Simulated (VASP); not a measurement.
# Nb3Br2 (R-3c) in VASP: further runs

The runs below take Nb3Br2 through single point, relaxation of cell and atoms, with PBE.

Program: VASP 6.6.1. These are calculated values, not measurements. Logs are shortened: lines on timing, memory, paths and dates and some standing lists are left out, and cuts for length are marked.

## (1) The cell of the first run

It takes space group R-3c (No. 167, trigonal). Conventional cell: a = 6.900 Å, b = 6.900 Å, c = 14.027 Å, α = 90.00°, β = 90.00°, γ = 120.00°. Within 3.8 Å of Nb (site symmetry 2) lie 6 Br at 2.63 to 3.72 Å and 8 Nb at 3.04 to 3.51 Å. Br (site symmetry 3) has 6 Nb at 2.63 to 2.69 Å and 1 Br at 2.95 Å within 3.5 Å.

## (2) Single point, PBE

Input file INCAR:

```
PREC = Accurate
ENCUT = 520
EDIFF = 1E-6
ISMEAR = 0
SIGMA = 0.1
LREAL = False
LASPH = True
NELM = 80
ALGO = Normal
ISIF = 2
LWAVE = False
LCHARG = False
GGA = PE
NBANDS = 64
```

Input file KPOINTS:

```
Automatic mesh
0
Gamma
  3 3 3
```

Input file POSCAR:

```
Nb3Br2
1.0
    3.4501809083      1.9919628761      4.6756127563
   -3.4501809083      1.9919628761      4.6756127563
    0.0000000000     -3.9839257523      4.6756127563
Nb Br
6 4
Direct
    0.0041811894      0.4958188106      0.7500000000
    0.7500000000      0.0041811894      0.4958188106
    0.4958188106      0.7500000000      0.0041811894
    0.9958188106      0.5041811894      0.2500000000
    0.2500000000      0.9958188106      0.5041811894
    0.5041811894      0.2500000000      0.9958188106
    0.8949928954      0.8949928954      0.8949928954
    0.6050071046      0.6050071046      0.6050071046
    0.1050071046      0.1050071046      0.1050071046
    0.3949928954      0.3949928954      0.3949928954
```

Potentials or basis: VASP PAW PBE potentials, release 64 (Nb_sv, Br).

Started as:

```console
$ cat potpaw_PBE.64/Nb_sv/POTCAR potpaw_PBE.64/Br/POTCAR > POTCAR
$ mpirun -np 1 vasp_std > vasp.out
```

OUTCAR:

```text
PREC = Accurate
   ENCUT = 520
   EDIFF = 1E-6
   ISMEAR = 0
   LREAL = False
   LASPH = True
   NELM = 80
   ISIF = 2
   GGA = PE

 ion  position               nearest neighbor table
   1  0.004  0.496  0.750-   9 2.63  10 2.63   7 2.69   8 2.69   2 3.04   3 3.04
   2  0.750  0.004  0.496-   9 2.63  10 2.63   8 2.69   7 2.69   3 3.04   1 3.04
   3  0.496  0.750  0.004-  10 2.63   9 2.63   7 2.69   8 2.69   2 3.04   1 3.04
   4  0.996  0.504  0.250-   7 2.63   8 2.63   9 2.69  10 2.69   6 3.04   5 3.04
   5  0.250  0.996  0.504-   7 2.63   8 2.63  10 2.69   9 2.69   6 3.04   4 3.04
   6  0.504  0.250  0.996-   8 2.63   7 2.63   9 2.69  10 2.69   5 3.04   4 3.04
   7  0.895  0.895  0.895-   5 2.63   4 2.63   6 2.63   3 2.69   2 2.69   1 2.69
   8  0.605  0.605  0.605-   6 2.63   4 2.63   5 2.63   2 2.69   3 2.69   1 2.69
   9  0.105  0.105  0.105-   2 2.63   1 2.63   3 2.63   6 2.69   5 2.69   4 2.69
  10  0.395  0.395  0.395-   3 2.63   1 2.63   2 2.63   5 2.69   6 2.69   4 2.69

  LATTYP: Found a trigonal (rhomboedric) cell.
 ALAT       =     6.1427208179
 COS(alpha) =     0.3690540221

  Lattice vectors:

 A1 = (   3.4501809083,   1.9919628761,   4.6756127563)
 A2 = (  -3.4501809083,   1.9919628761,   4.6756127563)
 A3 = (   0.0000000000,  -3.9839257523,   4.6756127563)

Analysis of symmetry for initial positions (statically):
=====================================================================
 Subroutine PRICEL returns:
 Original cell was already a primitive cell.

 Routine SETGRP: Setting up the symmetry group for a
 trigonal (rhombohedral) supercell.

 Subroutine GETGRP returns: Found 12 space group operations
 (whereof  6 operations were pure point group operations)
 out of a pool of 12 trial point group operations.

The static configuration has the point symmetry S_6 .
 The point group associated with its full space group is D_3d.

Analysis of symmetry for dynamics (positions and initial velocities):
=====================================================================
 Subroutine PRICEL returns:
 Original cell was already a primitive cell.

 Routine SETGRP: Setting up the symmetry group for a
 trigonal (rhombohedral) supercell.

 Subroutine GETGRP returns: Found 12 space group operations
 (whereof  6 operations were pure point group operations)
 out of a pool of 12 trial point group operations.

The dynamic configuration has the point symmetry S_6 .
 The point group associated with its full space group is D_3d.

 Subroutine INISYM returns: Found 12 space group operations
 (whereof  6 operations are pure point group operations),
 and found     1 'primitive' translations

----------------------------------------------------------------------------------------

                                     Primitive cell

  volume of cell :     192.8026

  direct lattice vectors                    reciprocal lattice vectors
     3.450180908  1.991962876  4.675612756     0.144919937  0.083669565  0.071291903
    -3.450180908  1.991962876  4.675612756    -0.144919937  0.083669565  0.071291903
     0.000000000 -3.983925752  4.675612756     0.000000000 -0.167339129  0.071291903

  length of vectors
     6.142720818  6.142720818  6.142720818     0.181892605  0.181892605  0.181892605

  position of ions in fractional coordinates (direct lattice)
     0.004181189  0.495818811  0.750000000
     0.750000000  0.004181189  0.495818811
     0.495818811  0.750000000  0.004181189
     0.995818811  0.504181189  0.250000000
     0.250000000  0.995818811  0.504181189
     0.504181189  0.250000000  0.995818811
     0.894992895  0.894992895  0.894992895
     0.605007105  0.605007105  0.605007105
     0.105007105  0.105007105  0.105007105
     0.394992895  0.394992895  0.394992895

  ion indices of the primitive-cell ions
   primitive index   ion index
                 1           1
                 2           2
                 3           3
                 4           4
                 5           5
                 6           6
                 7           7
                 8           8
                 9           9
                10          10

----------------------------------------------------------------------------------------

 KPOINTS: Automatic mesh

Automatic generation of k-mesh.
 Grid dimensions read from file:
 generate k-points for:    3    3    3

 Generating k-lattice:

  Cartesian coordinates                     Fractional coordinates (reciprocal lattice)
     0.048306646  0.027889855  0.023763968     0.333333333 -0.000000000  0.000000000
    -0.048306646  0.027889855  0.023763968    -0.000000000  0.333333333  0.000000000
     0.000000000 -0.055779710  0.023763968     0.000000000  0.000000000  0.333333333

  Length of vectors
     0.060630868  0.060630868  0.060630868

  Shift w.r.t. Gamma in fractional coordinates (k-lattice)
     0.000000000  0.000000000  0.000000000

 Subroutine IBZKPT returns following result:
 ===========================================

 Found      6 irreducible k-points:

 Following reciprocal coordinates:
            Coordinates               Weight
  0.000000  0.000000  0.000000      1.000000
  0.333333  0.000000  0.000000      6.000000
  0.333333  0.333333  0.000000      6.000000
 -0.333333  0.333333  0.000000      6.000000
  0.333333  0.333333  0.333333      2.000000
 -0.333333  0.333333  0.333333      6.000000
   k-points           NKPTS =      6   k-points in BZ     NKDIM =      6   number of bands    NBANDS=     64
   number of dos      NEDOS =    301   number of ions     NIONS =     10
   total plane-waves  NPLWV = 110592
   dimension x,y,z NGX =    48 NGY =   48 NGZ =   48
   dimension x,y,z NGXF=    96 NGYF=   96 NGZF=   96
   ions per type =               6   4
   NGX,Y,Z   is equivalent  to a cutoff of  12.99, 12.99, 12.99 a.u.
   NGXF,Y,Z  is equivalent  to a cutoff of  25.98, 25.98, 25.98 a.u.
 SYSTEM =  unknown system
   PREC   = accura    normal or accurate (medium, high low for compatibility)
   ISTART =      0    job   : 0-new  1-cont  2-samecut
   ICHARG =      2    charge: 1-file 2-atom 10-const
   ISPIN  =      1    spin polarized calculation?
   LNONCOLLINEAR =      F non collinear calculations
   LSORBIT =      F    spin-orbit coupling
   LASPH  =      T    aspherical Exc in radial PAW
   ENCUT  =  520.0 eV  38.22 Ry    6.18 a.u.  11.42 11.42 11.42*2*pi/ulx,y,z
   NELM   =     80;   NELMIN=  2; NELMDL= -5     # of ELM steps
   EDIFF  = 0.1E-05   stopping-criterion for ELM
   LREAL  =      F    real-space projection
   EDIFFG = 0.1E-04   stopping-criterion for IOM
   NSW    =      0    number of steps for IOM
   IBRION =     -1    ionic relax: 0-MD 1-quasi-New 2-CG
   NFREE  =      0    steps in history (QN), initial steepest desc. (CG)
   ISIF   =      2    stress and relaxation
   ISYM   =      2    0-nonsym 1-usesym 2-fastsym
   POTIM  = 0.5000    time-step for ionic-motion
   TEBEG  =    0.0;   TEEND  =   0.0 temperature during run
   PSTRESS=    0.0 pullay stress
   NELECT =     106.0000    total number of electrons
   NUPDOWN=      -1.0000    fix difference up-down
   EMIN   =  10.00;   EMAX   =-10.00  energy-range for DOS
   EFERMI =   0.00;   METHOD = LEGACY
   ISMEAR =     0;   SIGMA  =   0.10  broadening in eV -4-tet -1-fermi 0-gaus
   EFERMI_NEDOS =   21; number of points for ismear=-14 and -15
   IALGO  =     38    algorithm
   IMIX   =      4    mixing-type and parameters
     AMIX     =   0.40;   BMIX     =  1.00
     AMIX_MAG =   1.60;   BMIX_MAG =  1.00
  volume/ion in A,a.u.               =      19.28       130.11
  Fermi-wavevector in a.u.,A,eV,Ry     =   1.341135  2.534378 24.472024  1.798643
  Thomas-Fermi vector in A             =   2.469393
   LORBIT       =      0    0 simple, 1 ext, 2 COOP (PROOUT), +10 PAW based schemes
   GGA     = PE    functional components
   LHFCALC =     F    Hartree Fock is set to
   AEXX    =    0.0000 exact exchange contribution
   IVDW    =     0    specifies the selected vdW correction
   LEPSILON=     F    determine dielectric tensor
   LRPA    =     F    only Hartree local field effects (RPA)
 non-spin polarized calculation
 Gauss-broadening in eV      SIGMA  =   0.10
  energy-cutoff  :      520.00
  volume of cell :      192.80
 maximum number of plane-waves:      5213
 NGX is ok and might be reduce to    48
   NGX = 23   NGY = 23   NGZ = 23

 number of electron     106.0000008 magnetization

 Free energy of the ion-electron system (eV)
  ---------------------------------------------------
  ext. energy  EPLUGINS =         0.00000000
  ---------------------------------------------------
  free energy    TOTEN  =       -61.80762256 eV

  energy without entropy =      -61.76526862  energy(sigma->0) =      -61.78644559

 E-fermi :   9.8792     XC(G=0): -11.5521

 val. band max:        9.8674994554   @ k =  -0.3333   0.3333   0.0000
 cond. band min:       9.9648659288   @ k =  -0.3333   0.3333   0.0000
 fundamental gap:      0.0973664734
 Fermi energy:         9.8791930110

 k-point     1 :       0.0000    0.0000    0.0000
  band No.  band energies     occupation
      1     -45.3431      2.00000
      2     -45.2890      2.00000
      3     -45.2890      2.00000
      4     -45.2781      2.00000
      5     -45.2503      2.00000
      6     -45.2503      2.00000
[... 56 lines left out ...]
     63      11.9585      0.00000
     64      12.0264      0.00000

 k-point     2 :       0.3333    0.0000    0.0000
  band No.  band energies     occupation
      1     -45.3322      2.00000
      2     -45.3082      2.00000
      3     -45.2813      2.00000
      4     -45.2697      2.00000
      5     -45.2559      2.00000
      6     -45.2527      2.00000
[... 257 lines left out ...]
     63      11.6779      0.00000
     64      12.0652      0.00000

 k-point     6 :      -0.3333    0.3333    0.3333
  band No.  band energies     occupation
      1     -45.3140      2.00000
      2     -45.3134      2.00000
      3     -45.2816      2.00000
      4     -45.2707      2.00000
      5     -45.2626      2.00000
      6     -45.2579      2.00000
[... 56 lines left out ...]
     63      11.6326      0.00000
     64      12.0555      0.00000

------------------------ aborting loop because EDIFF is reached ----------------------------------------

  FORCE on cell =-STRESS in cart. coord.  units (eV):
  Direction    XX          YY          ZZ          XY          YZ          ZX
  --------------------------------------------------------------------------------------
  -------------------------------------------------------------------------------------
  Total       -0.2237685     -0.2237685     -0.3637630     -0.0000000      0.0000000      0.0000000
  in kB       -1.8595023     -1.8595023     -3.0228473     -0.0000000      0.0000000      0.0000000
  external PRESSURE =      -2.2472840 kB  Pullay stress =       0.0000000 kB

 VOLUME and BASIS-vectors are now :
 -----------------------------------------------------------------------------
  energy-cutoff  :      520.00
  volume of cell :      192.80
      direct lattice vectors                 reciprocal lattice vectors
     3.450180908  1.991962876  4.675612756     0.144919937  0.083669565  0.071291903
    -3.450180908  1.991962876  4.675612756    -0.144919937  0.083669565  0.071291903
     0.000000000 -3.983925752  4.675612756     0.000000000 -0.167339129  0.071291903

 POSITION                                       TOTAL-FORCE (eV/Angst)
 -----------------------------------------------------------------------------------
     -1.69624     -1.99196      5.84452         0.008907     -0.000000     -0.000000
      2.57321     -0.47300      5.84452        -0.004454      0.007714     -0.000000
     -0.87697      2.46497      5.84452        -0.004454     -0.007714     -0.000000
      1.69624      1.99196      8.18232        -0.008907     -0.000000     -0.000000
     -2.57321      0.47300      8.18232         0.004454     -0.007714     -0.000000
      0.87697     -2.46497      8.18232         0.004454      0.007714     -0.000000
      0.00000     -0.00000     12.55392         0.000000     -0.000000      0.015412
      0.00000     -0.00000      8.48634         0.000000      0.000000     -0.015412
      0.00000     -0.00000      1.47292         0.000000      0.000000     -0.015412
      0.00000     -0.00000      5.54050         0.000000     -0.000000      0.015412
 -----------------------------------------------------------------------------------
    total drift:                               -0.000000      0.000000      0.000000

  FREE ENERGIE OF THE ION-ELECTRON SYSTEM (eV)
  ---------------------------------------------------
  free  energy   TOTEN  =       -61.8076225560 eV

  energy  without entropy=      -61.7652686198  energy(sigma->0) =      -61.78644559
```

Run time: 1.7 min. Hardware: 1 thread of AMD EPYC 7R43 (Zen 3), shared host; peak memory 0.32 GiB.

Results:

* Free energy: -61.8076 eV
* Pressure: -0.2 GPa
* Largest force: 0.015 eV/Å
* Band gap on the k mesh: zero (bands 53 and 54 overlap by 0.35 eV)

Forces in eV/Å, atoms in the order of the input:
```
Nb   0.009  0.000  0.000
Nb  -0.004  0.008  0.000
Nb  -0.004 -0.008  0.000
Nb  -0.009  0.000  0.000
Nb   0.004 -0.008  0.000
Nb   0.004  0.008  0.000
Br   0.000  0.000  0.015
Br   0.000  0.000 -0.015
Br   0.000  0.000 -0.015
Br   0.000  0.000  0.015
```

Caveat: the k points lie up to 0.38 Å⁻¹ apart.

(Continued in part 2 of 2.)
